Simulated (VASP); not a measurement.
## BN: single point with LDA

BN:

```
B N
1.0
     2.57544    0.00000    0.00000
    -1.28772    2.23040    0.00000
     0.00000    0.00000    6.04060
B N
2 2
Direct
  0.33333 0.66667 0.25000
  0.66667 0.33333 0.75000
  0.33333 0.66667 0.75000
  0.66667 0.33333 0.25000
```

This cell differs from its parent crystal: mode 4 frozen in at +0.000 Å, strain +e along z and -e/2 along x and y -0.0700.

| Property | Result |
| --- | --- |
| Program | VASP 6.6.1 |
| Task | single point |
| Functional | LDA |
| Potentials or basis | VASP PAW LDA potentials, release 64 (B, N) |
| Cutoff | 520 eV |
| k mesh | 12 × 12 × 4 |
| Occupations | gaussian, width 0.05 eV |
| Spin | no spin polarisation |
| Dipole correction | no |
| Further INCAR settings | ALGO = Normal; EDIFF = 1e-07; NBANDS = 16 |

```json
{
 "Pressure": "-22.4 GPa",
 "Band gap on the k mesh": "3.79 eV, indirect (least direct gap 4.02 eV)"
}
```

Stress tensor (GPa, compression positive):
```
-34.82   0.00   0.00
  0.00 -34.82   0.00
  0.00   0.00   2.31
```

Levels at points of the mesh, in eV from the valence-band top:
```
           k point  band 5  band 6  band 7  band 8  band 9  band 10  band 11  band 12
(0.00, 0.00, 0.00)   -1.54   -1.54   -1.43   -1.43    5.58    10.57    10.57    10.57
(0.50, 0.00, 0.00)   -4.16   -3.99   -1.90   -0.23    3.79     5.78     8.78     8.82
(0.00, 0.00, 0.50)   -1.48   -1.48   -1.48   -1.48    8.28     8.28    10.71    10.71
(0.50, 0.00, 0.50)   -4.08   -4.08   -0.96   -0.96    4.29     4.29     9.01     9.01
```

It took 45 s on 1 thread of Intel Xeon 8259CL, on a shared host, peak memory 0.15 GiB.

Caveat: the cell differs from its parent crystal (mode 4 frozen in at +0.000 Å, strain +e along z and -e/2 along x and y -0.0700). A k mesh can miss the band edges.
